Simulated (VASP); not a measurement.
# TaN in VASP: single point with PBEsol

Aim: the single point of TaN with PBEsol.

Program: VASP 6.6.1. These are calculated values, not measurements. Logs are shortened: lines on timing, memory, paths and dates and some standing lists are left out, and cuts for length are marked.

### Step 1. The cell of the first run

The cell holds a slab with vacuum, 20 atoms: a = 2.889 Å, b = 5.861 Å, c = 26.678 Å, α = 90.00°, β = 90.00°, γ = 90.00°.

### Step 2. Single point, PBEsol

INCAR reads:

```
SYSTEM = TaN
ALGO = Fast
EDIFF = 1E-7
ENCUT = 520
GGA = PS
ISIF = 2
ISMEAR = 0
LASPH = .True.
LCHARG = .False.
LREAL = Auto
LWAVE = .False.
NBANDS = 96
NELM = 60
PREC = Accurate
SIGMA = 0.1
```

KPOINTS reads:

```
k-points
0
Gamma
  12 6 1
  0 0 0
```

POSCAR reads:

```
TaN
1.0
    2.8894657411      0.0000000000      0.0000000000
    0.0000000000      5.8607958163      0.0000000000
    0.0000000000      0.0000000000     26.6776367642
Ta N
10 10
Direct
    0.5000000000      0.0000000000      0.2811343473
    0.5000000000      0.5000000000      0.2811343473
    0.0000000000      0.0000000000      0.3749339128
    0.0000000000      0.5000000000      0.3749339128
    0.5000000000      0.0000000000      0.4687334782
    0.5000000000      0.5000000000      0.4687334782
    0.0000000000      0.0000000000      0.5625330436
    0.0000000000      0.5000000000      0.5625330436
    0.5000000000      0.0000000000      0.6563326091
    0.5000000000      0.5000000000      0.6563326091
    0.0000000000      0.7500000000      0.3124008691
    0.5000000000      0.2500000000      0.3436673909
    0.5000000000      0.7500000000      0.4062004346
    0.0000000000      0.2500000000      0.4374669564
    0.0000000000      0.7500000000      0.5000000000
    0.5000000000      0.2500000000      0.5312665218
    0.5000000000      0.7500000000      0.5937995654
    0.0000000000      0.2500000000      0.6250660872
    0.0000000000      0.7500000000      0.6875991309
    0.5000000000      0.2500000000      0.7188656527
```

Potentials or basis: VASP PAW PBE potentials, release 64 (Ta_pv, N).

Command:

```sh
$ cat potpaw_PBE.64/Ta_pv/POTCAR potpaw_PBE.64/N/POTCAR > POTCAR
$ mpirun -np 1 vasp_std > vasp.out
```

OUTCAR:

```text
SYSTEM = TaN
   EDIFF = 1E-7
   ENCUT = 520
   GGA = PS
   ISIF = 2
   ISMEAR = 0
   LASPH = .True.
   LREAL = Auto
   NELM = 60
   PREC = Accurate

 ion  position               nearest neighbor table
   1  0.500  0.000  0.281-  12 2.22  11 2.22  11 2.22   3 2.89   3 2.89   2 2.93   2 2.93
   2  0.500  0.500  0.281-  12 2.22  11 2.22  11 2.22   4 2.89   4 2.89   1 2.93   1 2.93
   3  0.000  0.000  0.375-  14 2.22  13 2.22  13 2.22  12 2.22  12 2.22  11 2.22   5 2.89   5 2.89
                             1 2.89   1 2.89   4 2.93   4 2.93
   4  0.000  0.500  0.375-  14 2.22  13 2.22  13 2.22  12 2.22  12 2.22  11 2.22   6 2.89   6 2.89
                             2 2.89   2 2.89   3 2.93   3 2.93
   5  0.500  0.000  0.469-  13 2.22  16 2.22  15 2.22  14 2.22  14 2.22  15 2.22   3 2.89   7 2.89
                             3 2.89   7 2.89   6 2.93   6 2.93
   6  0.500  0.500  0.469-  13 2.22  16 2.22  15 2.22  14 2.22  14 2.22  15 2.22   4 2.89   8 2.89
                             4 2.89   8 2.89   5 2.93   5 2.93
   7  0.000  0.000  0.563-  15 2.22  18 2.22  17 2.22  16 2.22  16 2.22  17 2.22   5 2.89   5 2.89
                             9 2.89   9 2.89   8 2.93   8 2.93
   8  0.000  0.500  0.563-  15 2.22  18 2.22  17 2.22  16 2.22  16 2.22  17 2.22   6 2.89   6 2.89
                            10 2.89  10 2.89   7 2.93   7 2.93
   9  0.500  0.000  0.656-  20 2.22  19 2.22  19 2.22  18 2.22  18 2.22  17 2.22   7 2.89   7 2.89
                            10 2.93  10 2.93
  10  0.500  0.500  0.656-  20 2.22  19 2.22  19 2.22  18 2.22  18 2.22  17 2.22   8 2.89   8 2.89
                             9 2.93   9 2.93
  11  0.000  0.750  0.312-   1 2.22   2 2.22   1 2.22   2 2.22   3 2.22   4 2.22
  12  0.500  0.250  0.344-   1 2.22   2 2.22   3 2.22   4 2.22   3 2.22   4 2.22
  13  0.500  0.750  0.406-   5 2.22   6 2.22   3 2.22   4 2.22   3 2.22   4 2.22
  14  0.000  0.250  0.437-   3 2.22   4 2.22   5 2.22   6 2.22   5 2.22   6 2.22
  15  0.000  0.750  0.500-   7 2.22   8 2.22   5 2.22   6 2.22   5 2.22   6 2.22
  16  0.500  0.250  0.531-   5 2.22   6 2.22   7 2.22   8 2.22   7 2.22   8 2.22
  17  0.500  0.750  0.594-   7 2.22   8 2.22   7 2.22   8 2.22   9 2.22  10 2.22
  18  0.000  0.250  0.625-   7 2.22   8 2.22   9 2.22  10 2.22   9 2.22  10 2.22
  19  0.000  0.750  0.688-   9 2.22  10 2.22   9 2.22  10 2.22
  20  0.500  0.250  0.719-   9 2.22  10 2.22

  LATTYP: Found a simple orthorhombic cell.
 ALAT       =     2.8894657411
 B/A-ratio  =     2.0283319968
 C/A-ratio  =     9.2327229857

  Lattice vectors:

 A1 = (   2.8894657411,   0.0000000000,   0.0000000000)
 A2 = (   0.0000000000,   5.8607958163,   0.0000000000)
 A3 = (   0.0000000000,   0.0000000000,  26.6776367642)

Analysis of symmetry for initial positions (statically):
=====================================================================
 Subroutine PRICEL returns:
 Original cell was already a primitive cell.

 Routine SETGRP: Setting up the symmetry group for a
 simple orthorhombic supercell.

 Subroutine GETGRP returns: Found  4 space group operations
 (whereof  2 operations were pure point group operations)
 out of a pool of  8 trial point group operations.

The static configuration has the point symmetry C_1h.
 The point group associated with its full space group is C_2v.

Analysis of symmetry for dynamics (positions and initial velocities):
=====================================================================
 Subroutine PRICEL returns:
 Original cell was already a primitive cell.

 Routine SETGRP: Setting up the symmetry group for a
 simple orthorhombic supercell.

 Subroutine GETGRP returns: Found  4 space group operations
 (whereof  2 operations were pure point group operations)
 out of a pool of  8 trial point group operations.

The dynamic configuration has the point symmetry C_1h.
 The point group associated with its full space group is C_2v.

 Subroutine INISYM returns: Found  4 space group operations
 (whereof  2 operations are pure point group operations),
 and found     1 'primitive' translations

----------------------------------------------------------------------------------------

                                     Primitive cell

  volume of cell :     451.7743

  direct lattice vectors                    reciprocal lattice vectors
     2.889465741  0.000000000  0.000000000     0.346084740  0.000000000  0.000000000
     0.000000000  5.860795816  0.000000000     0.000000000  0.170625292  0.000000000
     0.000000000  0.000000000 26.677636764     0.000000000  0.000000000  0.037484580

  length of vectors
     2.889465741  5.860795816 26.677636764     0.346084740  0.170625292  0.037484580

  position of ions in fractional coordinates (direct lattice)
     0.500000000  0.000000000  0.281134347
     0.500000000  0.500000000  0.281134347
     0.000000000  0.000000000  0.374933913
     0.000000000  0.500000000  0.374933913
     0.500000000  0.000000000  0.468733478
     0.500000000  0.500000000  0.468733478
[... 12 lines left out ...]
     0.000000000  0.750000000  0.687599131
     0.500000000  0.250000000  0.718865653

  ion indices of the primitive-cell ions
   primitive index   ion index
                 1           1
                 2           2
                 3           3
                 4           4
                 5           5
                 6           6
[... 12 lines left out ...]
                19          19
                20          20

----------------------------------------------------------------------------------------

 KPOINTS: k-points

Automatic generation of k-mesh.
 Grid dimensions read from file:
 generate k-points for:   12    6    1

 Generating k-lattice:

  Cartesian coordinates                     Fractional coordinates (reciprocal lattice)
     0.028840395  0.000000000  0.000000000     0.083333333  0.000000000  0.000000000
     0.000000000  0.028437549  0.000000000     0.000000000  0.166666667  0.000000000
     0.000000000  0.000000000  0.037484580     0.000000000  0.000000000  1.000000000

  Length of vectors
     0.028840395  0.028437549  0.037484580

  Shift w.r.t. Gamma in fractional coordinates (k-lattice)
     0.000000000  0.000000000  0.000000000

 Subroutine IBZKPT returns following result:
 ===========================================

 Found     28 irreducible k-points:

 Following reciprocal coordinates:
            Coordinates               Weight
  0.000000  0.000000  0.000000      1.000000
  0.083333  0.000000  0.000000      2.000000
  0.166667  0.000000  0.000000      2.000000
  0.250000  0.000000  0.000000      2.000000
  0.333333  0.000000  0.000000      2.000000
  0.416667  0.000000  0.000000      2.000000
[... 16 lines left out ...]
  0.083333  0.500000  0.000000      2.000000
  0.166667  0.500000  0.000000      2.000000
 [... further k-points ...]
   k-points           NKPTS =     28   k-points in BZ     NKDIM =     28   number of bands    NBANDS=     96
   number of dos      NEDOS =    301   number of ions     NIONS =     20
   total plane-waves  NPLWV = 230400
   dimension x,y,z NGX =    24 NGY =   48 NGZ =  200
   dimension x,y,z NGXF=    48 NGYF=   96 NGZF=  400
   ions per type =              10  10
   NGX,Y,Z   is equivalent  to a cutoff of  13.81, 13.62, 12.46 a.u.
   NGXF,Y,Z  is equivalent  to a cutoff of  27.62, 27.23, 24.93 a.u.
 SYSTEM =  TaN
   PREC   = accura    normal or accurate (medium, high low for compatibility)
   ISTART =      0    job   : 0-new  1-cont  2-samecut
   ICHARG =      2    charge: 1-file 2-atom 10-const
   ISPIN  =      1    spin polarized calculation?
   LNONCOLLINEAR =      F non collinear calculations
   LSORBIT =      F    spin-orbit coupling
   LASPH  =      T    aspherical Exc in radial PAW
   ENCUT  =  520.0 eV  38.22 Ry    6.18 a.u.   5.37 10.90 49.60*2*pi/ulx,y,z
   NELM   =     60;   NELMIN=  2; NELMDL= -5     # of ELM steps
   EDIFF  = 0.1E-06   stopping-criterion for ELM
   LREAL  =      T    real-space projection
   EDIFFG = 0.1E-05   stopping-criterion for IOM
   NSW    =      0    number of steps for IOM
   IBRION =     -1    ionic relax: 0-MD 1-quasi-New 2-CG
   NFREE  =      0    steps in history (QN), initial steepest desc. (CG)
   ISIF   =      2    stress and relaxation
   ISYM   =      2    0-nonsym 1-usesym 2-fastsym
   POTIM  = 0.5000    time-step for ionic-motion
   TEBEG  =    0.0;   TEEND  =   0.0 temperature during run
   PSTRESS=    0.0 pullay stress
   NELECT =     160.0000    total number of electrons
   NUPDOWN=      -1.0000    fix difference up-down
   EMIN   =  10.00;   EMAX   =-10.00  energy-range for DOS
   EFERMI =   0.00;   METHOD = LEGACY
   ISMEAR =     0;   SIGMA  =   0.10  broadening in eV -4-tet -1-fermi 0-gaus
   EFERMI_NEDOS =   21; number of points for ismear=-14 and -15
   IALGO  =     68    algorithm
   IMIX   =      4    mixing-type and parameters
     AMIX     =   0.40;   BMIX     =  1.00
     AMIX_MAG =   1.60;   BMIX_MAG =  1.00
  volume/ion in A,a.u.               =      22.59       152.44
  Fermi-wavevector in a.u.,A,eV,Ry     =   1.158264  2.188802 18.253251  1.341576
  Thomas-Fermi vector in A             =   2.294868
   LORBIT       =      0    0 simple, 1 ext, 2 COOP (PROOUT), +10 PAW based schemes
   GGA     = PS    functional components
   LHFCALC =     F    Hartree Fock is set to
   AEXX    =    0.0000 exact exchange contribution
   IVDW    =     0    specifies the selected vdW correction
   LEPSILON=     F    determine dielectric tensor
   LRPA    =     F    only Hartree local field effects (RPA)
 non-spin polarized calculation
 RMM-DIIS sequential band-by-band and
 Gauss-broadening in eV      SIGMA  =   0.10
  energy-cutoff  :      520.00
  volume of cell :      451.77
 maximum number of plane-waves:     12240
 NGX is ok and might be reduce to    24
   NGX = 11   NGY = 21   NGZ = 99

 number of electron     160.0000004 magnetization

 Free energy of the ion-electron system (eV)
  ---------------------------------------------------
  ext. energy  EPLUGINS =         0.00000000
  ---------------------------------------------------
  free energy    TOTEN  =      -223.31401789 eV

  energy without entropy =     -223.26033949  energy(sigma->0) =     -223.28717869

 E-fermi :   0.5174     XC(G=0):  -7.2300

 val. band max:        0.5133904924   @ k =   0.0833   0.5000   0.0000
 cond. band min:       0.5308966754   @ k =   0.4167   0.5000   0.0000
 fundamental gap:      0.0175061830
 Fermi energy:         0.5173786319

 k-point     1 :       0.0000    0.0000    0.0000
  band No.  band energies     occupation
      1     -34.9809      2.00000
      2     -34.9265      2.00000
      3     -34.8336      2.00000
      4     -34.8186      2.00000
      5     -34.7419      2.00000
      6     -34.7239      2.00000
[... 84 lines left out ...]
     91       2.9092      0.00000
     92       3.0171      0.00000

 k-point     2 :       0.0833    0.0000    0.0000
  band No.  band energies     occupation
      1     -34.9607      2.00000
      2     -34.9128      2.00000
      3     -34.8150      2.00000
      4     -34.8080      2.00000
      5     -34.7339      2.00000
      6     -34.7157      2.00000
[... 2079 lines left out ...]
     91       2.2899      0.00000
     92       2.4289      0.00000

 k-point    24 :       0.1667    0.5000    0.0000
  band No.  band energies     occupation
      1     -34.8357      2.00000
      2     -34.8338      2.00000
      3     -34.6646      2.00000
      4     -34.6584      2.00000
      5     -34.5084      2.00000
      6     -34.5060      2.00000
[... 84 lines left out ...]
     91       2.0322      0.00000
     92       2.2609      0.00000

 [... further k-points ...]

 [bands above 92 left out]

------------------------ aborting loop because EDIFF is reached ----------------------------------------

  FORCE on cell =-STRESS in cart. coord.  units (eV):
  Direction    XX          YY          ZZ          XY          YZ          ZX
  --------------------------------------------------------------------------------------
  -------------------------------------------------------------------------------------
  Total       -6.9758677    -14.9572058     -5.6772858      0.0000000      0.0000000      0.0000000
  in kB      -24.7392952    -53.0444018    -20.1339897      0.0000000      0.0000000      0.0000000
  external PRESSURE =     -32.6392289 kB  Pullay stress =       0.0000000 kB

 VOLUME and BASIS-vectors are now :
 -----------------------------------------------------------------------------
  energy-cutoff  :      520.00
  volume of cell :      451.77
      direct lattice vectors                 reciprocal lattice vectors
     2.889465741  0.000000000  0.000000000     0.346084740  0.000000000  0.000000000
     0.000000000  5.860795816  0.000000000     0.000000000  0.170625292  0.000000000
     0.000000000  0.000000000 26.677636764     0.000000000  0.000000000  0.037484580

 POSITION                                       TOTAL-FORCE (eV/Angst)
 -----------------------------------------------------------------------------------
      1.44473      0.00000      7.50000         0.000000      0.675676      0.679298
      1.44473      2.93040      7.50000         0.000000     -0.675676      0.679298
      0.00000      0.00000     10.00235         0.000000     -0.096419     -1.004997
      0.00000      2.93040     10.00235         0.000000      0.096419     -1.004997
      1.44473      0.00000     12.50470         0.000000      0.015003      0.346960
      1.44473      2.93040     12.50470         0.000000     -0.015003      0.346960
[... 12 lines left out ...]
      0.00000      4.39560     18.34352         0.000000      0.000000     -3.361389
      1.44473      1.46520     19.17764         0.000000      0.000000     -3.811877
 -----------------------------------------------------------------------------------
    total drift:                                0.000000      0.000000      0.000287

  FREE ENERGIE OF THE ION-ELECTRON SYSTEM (eV)
  ---------------------------------------------------
  free  energy   TOTEN  =      -223.3140178936 eV

  energy  without entropy=     -223.2603394850  energy(sigma->0) =     -223.28717869
```

It took 75 min on 1 thread of Oxide Virtual Turin-like, shared host; peak memory 0.95 GiB.

Results:

| Property | Result |
| --- | --- |
| Free energy | -223.3140 eV |
| Largest force | 5.029 eV/Å |
| Band gap on the k mesh | zero (bands 80 and 81 overlap by 0.46 eV) |

Forces in eV/Å, atoms in the order of the input:
```
Ta   0.000  0.676  0.679
Ta   0.000 -0.676  0.679
Ta   0.000 -0.096 -1.005
Ta   0.000  0.096 -1.005
Ta   0.000  0.015  0.347
Ta   0.000 -0.015  0.347
Ta   0.000  0.013 -0.235
Ta   0.000 -0.013 -0.235
Ta   0.000 -0.334  5.017
Ta   0.000  0.334  5.017
N    0.000  0.000  0.215
N    0.000  0.000 -0.662
N    0.000  0.000  0.292
N    0.000  0.000  0.067
N    0.000  0.000 -0.201
N    0.000  0.000 -0.064
N    0.000  0.000 -0.664
N    0.000  0.000 -1.417
N    0.000  0.000 -3.361
N    0.000  0.000 -3.812
```

Levels at points of the mesh, in eV from the Fermi level:
```csv
k point,band 77,band 78,band 79,band 80,band 81,band 82,band 83,band 84
"(0.00, 0.00, 0.00)",-0.76,-0.49,-0.44,-0.19,0.14,0.27,0.51,0.62
"(0.50, 0.00, 0.00)",-0.79,-0.63,-0.62,-0.28,0.24,0.75,1.49,1.50
"(0.00, 0.50, 0.00)",-0.90,-0.43,-0.15,-0.15,-0.10,0.17,0.49,0.93
"(0.50, 0.50, 0.00)",-0.87,-0.78,-0.24,0.22,0.29,0.32,1.14,1.46
```

Caveat: there is no dipole correction, which matters where the two faces differ; the PAW data sets were made with another functional, which shifts forces and pressure a little; spin-orbit coupling is left out, which moves the levels of the heavy elements.
